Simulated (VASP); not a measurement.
# Al (Fm-3m) in VASP: notebook

Runs on Al. Level: LDA. Tasks: single point, relaxation of cell and atoms.

All numbers are computed with VASP 6.6.1; they aren't measurements. Logs are shortened: lines on timing, memory, paths and dates and some standing lists are left out, and cuts for length are marked.

**1. The cell of the first run**

It takes space group Fm-3m (No. 225, cubic). The conventional cell has a = 3.983 Å, b = 3.983 Å, c = 3.983 Å, α = 90.00°, β = 90.00°, γ = 90.00°. Al (site symmetry m-3m) has 12 Al at 2.82 Å within 3.7 Å.

**2. Single point, LDA**

File INCAR:

```
SYSTEM = Al
ALGO     = Normal         ! electronic algorithm
EDIFF    = 1E-7           ! SCF threshold, eV
ENCUT    = 520            ! plane-wave cutoff, eV
GGA      = CA             ! functional
ISIF     = 2              ! what is computed and relaxed
ISMEAR   = 0              ! smearing method
LASPH    = .True.         ! aspherical terms in the spheres
LCHARG   = .True.         ! write CHGCAR
LELF     = .True.         ! ELF
LREAL    = .False.        ! projectors in reciprocal space
LVHAR    = .True.       
LWAVE    = .False.        ! write WAVECAR
NBANDS   = 8              ! bands
NELM     = 60             ! most SCF steps
PREC     = Accurate       ! precision mode
SIGMA    = 0.1            ! smearing width, eV
```

File KPOINTS:

```
k-points
0
Gamma
  34 34 34
  0 0 0
```

File POSCAR:

```
Al
1.0
    0.0000000000      1.9913627190      1.9913627190
    1.9913627190      0.0000000000      1.9913627190
    1.9913627190      1.9913627190      0.0000000000
Al
1
Direct
    0.0000000000      0.0000000000      0.0000000000
```

Potentials or basis: VASP PAW LDA potentials, release 64 (Al).

Command:

```console
$ cat potpaw_LDA.64/Al/POTCAR > POTCAR
$ mpirun -np 1 vasp_std > vasp.out
```

OUTCAR:

```text
SYSTEM = Al
   EDIFF = 1E-7
   ENCUT = 520
   GGA = CA
   ISIF = 2
   ISMEAR = 0
   LASPH = .True.
   LREAL = .False.
   NELM = 60
   PREC = Accurate

 ion  position               nearest neighbor table
   1  0.000  0.000  0.000-

  LATTYP: Found a face centered cubic cell.
 ALAT       =     3.9827254380

  Lattice vectors:

 A1 = (   0.0000000000,   1.9913627190,   1.9913627190)
 A2 = (   1.9913627190,   0.0000000000,   1.9913627190)
 A3 = (   1.9913627190,   1.9913627190,   0.0000000000)

Analysis of symmetry for initial positions (statically):
=====================================================================
 Subroutine PRICEL returns:
 Original cell was already a primitive cell.

 Routine SETGRP: Setting up the symmetry group for a
 face centered cubic supercell.

 Subroutine GETGRP returns: Found 48 space group operations
 (whereof 48 operations were pure point group operations)
 out of a pool of 48 trial point group operations.

The static configuration has the point symmetry O_h .

Analysis of symmetry for dynamics (positions and initial velocities):
=====================================================================
 Subroutine PRICEL returns:
 Original cell was already a primitive cell.

 Routine SETGRP: Setting up the symmetry group for a
 face centered cubic supercell.

 Subroutine GETGRP returns: Found 48 space group operations
 (whereof 48 operations were pure point group operations)
 out of a pool of 48 trial point group operations.

The dynamic configuration has the point symmetry O_h .

 Subroutine INISYM returns: Found 48 space group operations
 (whereof 48 operations are pure point group operations),
 and found     1 'primitive' translations

----------------------------------------------------------------------------------------

                                     Primitive cell

  volume of cell :      15.7936

  direct lattice vectors                    reciprocal lattice vectors
     0.000000000  1.991362719  1.991362719    -0.251084343  0.251084343  0.251084343
     1.991362719  0.000000000  1.991362719     0.251084343 -0.251084343  0.251084343
     1.991362719  1.991362719  0.000000000     0.251084343  0.251084343 -0.251084343

  length of vectors
     2.816212165  2.816212165  2.816212165     0.434890839  0.434890839  0.434890839

  position of ions in fractional coordinates (direct lattice)
     0.000000000  0.000000000  0.000000000

  ion indices of the primitive-cell ions
   primitive index   ion index
                 1           1

----------------------------------------------------------------------------------------

 KPOINTS: k-points

Automatic generation of k-mesh.
 Grid dimensions read from file:
 generate k-points for:   34   34   34

 Generating k-lattice:

  Cartesian coordinates                     Fractional coordinates (reciprocal lattice)
    -0.007384834  0.007384834  0.007384834     0.029411765  0.000000000  0.000000000
     0.007384834 -0.007384834  0.007384834     0.000000000  0.029411765  0.000000000
     0.007384834  0.007384834 -0.007384834     0.000000000  0.000000000  0.029411765

  Length of vectors
     0.012790907  0.012790907  0.012790907

  Shift w.r.t. Gamma in fractional coordinates (k-lattice)
     0.000000000  0.000000000  0.000000000

 Subroutine IBZKPT returns following result:
 ===========================================

 Found   1059 irreducible k-points:

 Following reciprocal coordinates:
            Coordinates               Weight
  0.000000  0.000000  0.000000      1.000000
  0.029412  0.000000  0.000000      8.000000
  0.058824  0.000000  0.000000      8.000000
  0.088235  0.000000  0.000000      8.000000
  0.117647  0.000000  0.000000      8.000000
  0.147059  0.000000  0.000000      8.000000
[... 16 lines left out ...]
  0.147059  0.029412  0.000000     24.000000
  0.176471  0.029412  0.000000     24.000000
 [... further k-points ...]
   k-points           NKPTS =   1059   k-points in BZ     NKDIM =   1059   number of bands    NBANDS=      8
   number of dos      NEDOS =    301   number of ions     NIONS =      1
   total plane-waves  NPLWV =  13824
   dimension x,y,z NGX =    24 NGY =   24 NGZ =   24
   dimension x,y,z NGXF=    48 NGYF=   48 NGZF=   48
   ions per type =               1
   NGX,Y,Z   is equivalent  to a cutoff of  14.17, 14.17, 14.17 a.u.
   NGXF,Y,Z  is equivalent  to a cutoff of  28.34, 28.34, 28.34 a.u.
 SYSTEM =  Al
   PREC   = accura    normal or accurate (medium, high low for compatibility)
   ISTART =      0    job   : 0-new  1-cont  2-samecut
   ICHARG =      2    charge: 1-file 2-atom 10-const
   ISPIN  =      1    spin polarized calculation?
   LNONCOLLINEAR =      F non collinear calculations
   LSORBIT =      F    spin-orbit coupling
   LASPH  =      T    aspherical Exc in radial PAW
   ENCUT  =  520.0 eV  38.22 Ry    6.18 a.u.   5.24  5.24  5.24*2*pi/ulx,y,z
   NELM   =     60;   NELMIN=  2; NELMDL= -5     # of ELM steps
   EDIFF  = 0.1E-06   stopping-criterion for ELM
   LREAL  =      F    real-space projection
   EDIFFG = 0.1E-05   stopping-criterion for IOM
   NSW    =      0    number of steps for IOM
   IBRION =     -1    ionic relax: 0-MD 1-quasi-New 2-CG
   NFREE  =      0    steps in history (QN), initial steepest desc. (CG)
   ISIF   =      2    stress and relaxation
   ISYM   =      2    0-nonsym 1-usesym 2-fastsym
   POTIM  = 0.5000    time-step for ionic-motion
   TEBEG  =    0.0;   TEEND  =   0.0 temperature during run
   PSTRESS=    0.0 pullay stress
   NELECT =       3.0000    total number of electrons
   NUPDOWN=      -1.0000    fix difference up-down
   EMIN   =  10.00;   EMAX   =-10.00  energy-range for DOS
   EFERMI =   0.00;   METHOD = LEGACY
   ISMEAR =     0;   SIGMA  =   0.10  broadening in eV -4-tet -1-fermi 0-gaus
   EFERMI_NEDOS =   21; number of points for ismear=-14 and -15
   IALGO  =     38    algorithm
   IMIX   =      4    mixing-type and parameters
     AMIX     =   0.40;   BMIX     =  1.00
     AMIX_MAG =   1.60;   BMIX_MAG =  1.00
  volume/ion in A,a.u.               =      15.79       106.58
  Fermi-wavevector in a.u.,A,eV,Ry     =   0.941069  1.778363 12.049472  0.885611
  Thomas-Fermi vector in A             =   2.068544
   LORBIT       =      0    0 simple, 1 ext, 2 COOP (PROOUT), +10 PAW based schemes
   GGA     = CA    functional components
   LHFCALC =     F    Hartree Fock is set to
   AEXX    =    0.0000 exact exchange contribution
   IVDW    =     0    specifies the selected vdW correction
   LEPSILON=     F    determine dielectric tensor
   LRPA    =     F    only Hartree local field effects (RPA)
 non-spin polarized calculation
 Gauss-broadening in eV      SIGMA  =   0.10
  energy-cutoff  :      520.00
  volume of cell :       15.79
 maximum number of plane-waves:       444
 NGX is ok and might be reduce to    24
   NGX = 11   NGY = 11   NGZ = 11

 number of electron       3.0000000 magnetization

 Free energy of the ion-electron system (eV)
  ---------------------------------------------------
  ext. energy  EPLUGINS =         0.00000000
  ---------------------------------------------------
  free energy    TOTEN  =        -4.19235573 eV

  energy without entropy =       -4.19018527  energy(sigma->0) =       -4.19127050

 E-fermi :   8.2708     XC(G=0): -10.5067

 val. band max:        8.2687915877   @ k =   0.4706   0.4412   0.0294
 cond. band min:       8.2782699575   @ k =  -0.3235   0.4412   0.1471
 fundamental gap:      0.0094783697
 Fermi energy:         8.2708266725

 k-point     1 :       0.0000    0.0000    0.0000
  band No.  band energies     occupation
      1      -3.1521      2.00000
      2      21.0626      0.00000
      3      21.0626      0.00000
      4      21.0626      0.00000
      5      22.7231      0.00000
      6      22.7231      0.00000
      7      22.7231      0.00000
      8      25.1861      0.00000

 k-point     2 :       0.0294    0.0000    0.0000
  band No.  band energies     occupation
      1      -3.1280      2.00000
      2      20.5001      0.00000
      3      20.9662      0.00000
      4      20.9662      0.00000
      5      22.8572      0.00000
      6      22.8572      0.00000
      7      23.0202      0.00000
      8      25.4361      0.00000

 k-point     3 :       0.0588    0.0000    0.0000
  band No.  band energies     occupation
      1      -3.0555      2.00000
      2      19.4329      0.00000
      3      20.7410      0.00000
      4      20.7410      0.00000
      5      23.1937      0.00000
      6      23.1937      0.00000
      7      23.3145      0.00000
      8      26.1640      0.00000

 k-point     4 :       0.0882    0.0000    0.0000
  band No.  band energies     occupation
      1      -2.9349      2.00000
      2      18.2493      0.00000
      3      20.4749      0.00000
      4      20.4749      0.00000
      5      23.3960      0.00000
      6      23.6388      0.00000
      7      23.6388      0.00000
      8      26.9072      0.00000

 k-point     5 :       0.1176    0.0000    0.0000
  band No.  band energies     occupation
      1      -2.7662      2.00000
      2      17.0377      0.00000
      3      20.2118      0.00000
      4      20.2118      0.00000
      5      23.3642      0.00000
      6      24.1271      0.00000
      7      24.1271      0.00000
      8      26.3518      0.00000

 k-point     6 :       0.1471    0.0000    0.0000
  band No.  band energies     occupation
      1      -2.5495      2.00000
      2      15.8282      0.00000
      3      19.9704      0.00000
      4      19.9704      0.00000
      5      23.2846      0.00000
      6      24.5451      0.00000
      7      24.5451      0.00000
      8      25.9012      0.00000

 k-point     7 :       0.1765    0.0000    0.0000
  band No.  band energies     occupation
      1      -2.2853      2.00000
      2      14.6346      0.00000
      3      19.7589      0.00000
      4      19.7589      0.00000
      5      23.1897      0.00000
      6      24.5386      0.00000
      7      24.5386      0.00000
      8      25.9272      0.00000
[... 133 lines left out ...]
 k-point    20 :       0.0588    0.0294    0.0000
  band No.  band energies     occupation
      1      -3.0636      2.00000
      2      19.7920      0.00000
      3      20.3575      0.00000
      4      20.8416      0.00000
      5      22.6842      0.00000
      6      23.5006      0.00000
      7      23.5585      0.00000
      8      26.0311      0.00000

 k-point    21 :       0.0882    0.0294    0.0000
  band No.  band energies     occupation
      1      -2.9590      2.00000
      2      18.6475      0.00000
      3      20.0383      0.00000
      4      20.7505      0.00000
      5      22.9462      0.00000
      6      23.6543      0.00000
      7      24.0305      0.00000
      8      26.4543      0.00000

 k-point    22 :       0.1176    0.0294    0.0000
  band No.  band energies     occupation
      1      -2.8063      2.00000
      2      17.4484      0.00000
      3      19.7414      0.00000
      4      20.5683      0.00000
      5      23.3429      0.00000
      6      23.6709      0.00000
      7      24.5342      0.00000
      8      25.8270      0.00000

 k-point    23 :       0.1471    0.0294    0.0000
  band No.  band energies     occupation
      1      -2.6057      2.00000
      2      16.2407      0.00000
      3      19.4748      0.00000
      4      20.3613      0.00000
      5      23.5463      0.00000
      6      23.8470      0.00000
      7      25.0017      0.00000
      8      25.2578      0.00000

 k-point    24 :       0.1765    0.0294    0.0000
  band No.  band energies     occupation
      1      -2.3573      2.00000
      2      15.0436      0.00000
      3      19.2425      0.00000
      4      20.1624      0.00000
      5      23.4691      0.00000
      6      23.9919      0.00000
      7      25.0545      0.00000
      8      25.1771      0.00000

 [... further k-points ...]
[... 5 lines left out ...]
  --------------------------------------------------------------------------------------
  -------------------------------------------------------------------------------------
  Total        0.0075665      0.0075665      0.0075665      0.0000000     -0.0000000     -0.0000000
  in kB        0.7675776      0.7675776      0.7675776      0.0000000     -0.0000000     -0.0000000
  external PRESSURE =       0.7675776 kB  Pullay stress =       0.0000000 kB

 VOLUME and BASIS-vectors are now :
 -----------------------------------------------------------------------------
  energy-cutoff  :      520.00
  volume of cell :       15.79
      direct lattice vectors                 reciprocal lattice vectors
     0.000000000  1.991362719  1.991362719    -0.251084343  0.251084343  0.251084343
     1.991362719  0.000000000  1.991362719     0.251084343 -0.251084343  0.251084343
     1.991362719  1.991362719  0.000000000     0.251084343  0.251084343 -0.251084343

 POSITION                                       TOTAL-FORCE (eV/Angst)
 -----------------------------------------------------------------------------------
      0.00000      0.00000      0.00000        -0.000000     -0.000000      0.000000
 -----------------------------------------------------------------------------------
    total drift:                               -0.000000     -0.000000      0.000000

  FREE ENERGIE OF THE ION-ELECTRON SYSTEM (eV)
  ---------------------------------------------------
  free  energy   TOTEN  =        -4.1923557336 eV

  energy  without entropy=       -4.1901852652  energy(sigma->0) =       -4.19127050
```

Wall time 46 s (1 thread of Intel Xeon Platinum 8488C (Sapphire Rapids), shared host); peak memory 0.22 GiB.

What came out:

| Property | Result |
| --- | --- |
| Free energy | -4.1924 eV |
| Pressure | 0.1 GPa |

Levels at points of the mesh, in eV from the Fermi level:
| k point | band 1 | band 2 | band 3 | band 4 |
| --- | --- | --- | --- | --- |
| (0.00, 0.00, 0.00) | -11.42 | 12.79 | 12.79 | 12.79 |
| (0.50, 0.00, 0.00) | -4.74 | -4.47 | 11.62 | 11.62 |
| (0.50, 0.50, 0.00) | -3.02 | -1.64 | 5.29 | 5.72 |

**3. Relaxation of cell and atoms, LDA**

This run uses another cell than the first one, of 16.61 Å³/atom, 1.052 times its volume.

File INCAR:

```
PREC     = Accurate       # precision mode
ENCUT    = 600            # plane-wave cutoff, eV
EDIFF    = 1E-7           # SCF threshold, eV
ISMEAR   = 0              # smearing method
SIGMA    = 0.1            # smearing width, eV
LREAL    = False          # projectors in reciprocal space
LASPH    = True           # aspherical terms in the spheres
NELM     = 100            # most SCF steps
ALGO     = Fast           # electronic algorithm
ISIF     = 3              # what is computed and relaxed
LWAVE    = False          # write WAVECAR
LCHARG   = False          # write CHGCAR
GGA      = CA             # functional
IBRION   = 2              # ionic algorithm
NSW      = 80             # ionic steps
EDIFFG   = -0.003         # ionic threshold
```

File KPOINTS:

```
regular mesh
0
Gamma
  34 34 34
```

File POSCAR:

```
Al
1.0
    0.0000000000      2.0250000000      2.0250000000
    2.0250000000      0.0000000000      2.0250000000
    2.0250000000      2.0250000000      0.0000000000
Al
1
Direct
    0.0000000000      0.0000000000      0.0000000000
```

Potentials or basis: VASP PAW LDA potentials, release 64 (Al).

Command:

```console
$ cat potpaw_LDA.64/Al/POTCAR > POTCAR
$ mpirun -np 1 vasp_std > vasp.out
```

It took 62 s on 1 thread of Intel Xeon Platinum 8488C (Sapphire Rapids), shared host; peak memory 0.23 GiB.

The run converged. Its results:

```
Free energy                            : -4.1924 eV
Relaxed volume                         : 15.81 Å³/atom
Relaxed cell                           : a = 2.817 Å, b = 2.817 Å, c = 2.817 Å, α = 60.00°, β = 60.00°, γ = 60.00°
Space group after relaxing (to 0.05 Å) : Fm-3m (No. 225)
Energy gained by relaxing              : 9.6 meV/atom
Ionic steps                            : 3
Pressure after relaxing                : 0.0 GPa
```

The path:
| step | energy change (eV) | largest force (eV/Å) | pressure (GPa) | volume (Å³) |
| --- | --- | --- | --- | --- |
| 1 | 0.0000 | 0.0000 | -3.69 | 16.61 |
| 2 | -0.0095 | 0.0000 | 0.56 | 15.71 |
| 3 | -0.0096 | 0.0000 | 0.00 | 15.81 |

Final structure:
```
CELL_PARAMETERS angstrom
0.00000 1.99197 1.99197
1.99197 0.00000 1.99197
1.99197 1.99197 0.00000
ATOMIC_POSITIONS crystal
Al 0.00000 0.00000 0.00000
```

Levels at points of the mesh, in eV from the Fermi level:
```csv
k point,band 1,band 2,band 3,band 4,band 5
"(0.00, 0.00, 0.00)",-11.42,12.79,12.79,12.79,14.44
"(0.50, 0.00, 0.00)",-4.74,-4.47,11.61,11.68,11.68
"(0.50, 0.50, 0.00)",-3.02,-1.64,5.29,5.72,5.72
```
